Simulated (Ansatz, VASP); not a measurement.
One calculation of TaN, two programs

INCAR

```
PREC = Accurate
ENCUT = 520
EDIFF = 1E-8
ISMEAR = -1
SIGMA = 0.03
LREAL = F
LASPH = T
NELM = 60
ALGO = Normal
ISIF = 2
LWAVE = F
LCHARG = F
GGA = CA
LEFG = T
NBANDS = 33
```

The input KPOINTS:

```
regular mesh
0
Gamma
  5 5 8
```

The input POSCAR:

```
TaN
1.0
    5.2022252935      0.0000000000      0.0000000000
   -2.6011126468      4.5052592604      0.0000000000
    0.0000000000      0.0000000000      2.9176612005
Ta N
3 3
Direct
    0.0000000000      0.0000000000      0.0000000000
    0.3333333333      0.6666666667      0.5000000000
    0.6666666667      0.3333333333      0.5000000000
    0.5000000000      0.0000000000      0.0000000000
    0.5000000000      0.5000000000      0.0000000000
    0.0000000000      0.5000000000      0.0000000000
```

Input for Ansatz:

```yaml
crystal:
  lattice:
    - [5.2022252935, 0.0, 0.0]
    - [-2.6011126468, 4.5052592604, 0.0]
    - [0.0, 0.0, 2.9176612005]
  atoms:
    - { symbol: Ta, position: [0.0, 0.0, 0.0] }
    - { symbol: Ta, position: [0.3333333333, 0.6666666667, 0.5] }
    - { symbol: Ta, position: [0.6666666667, 0.3333333333, 0.5] }
    - { symbol: "N", position: [0.5, 0.0, 0.0] }
    - { symbol: "N", position: [0.5, 0.5, 0.0] }
    - { symbol: "N", position: [0.0, 0.5, 0.0] }
kpoints:
  mp_grid: { grid: [5, 5, 8] }
scf:
  occupations: { method: fermi_dirac, width: 0.03 }
hamiltonian:
  xc: lda
  pseudopotentials: { kind: all_electron, datasets: crystal }
output:
  forces: true
  stress: true
  eigenvalues: true
  efg: { contact_densities: true }
```

Change from the starting cell: volume scaled by 1.01, crystal datasets.

Alike in both runs: task electric field gradients; functional LDA; k mesh 5 × 5 × 8; occupations fermi-dirac, width 0.03 eV; no spin polarisation.

```csv
,VASP,Ansatz
version,VASP 6.6.1,Ansatz 0.2.0
potentials or method,"VASP PAW LDA potentials, release 64 (Ta_pv, N), cutoff 520 eV","all-electron PAW with datasets made for the crystal, scalar-relativistic"
```

|  | VASP | Ansatz | Ansatz less VASP |
| --- | --- | --- | --- |
| pressure (GPa) | -6.2 | -7.8 | -1.66 |
| traceless stress, the component that is largest in VASP (GPa) | -2.08 | -2.49 | -0.416 |
| size of Vzz on the site where it differs most (V/Å²) | 340.8 | 460.8 | +119.98 |

LDA's correlation is that of Perdew and Zunger in VASP and of Perdew and Wang (1992) in Ansatz. Ansatz ran all-electron here, and VASP with PAW potentials.

Spin-orbit coupling is off throughout.
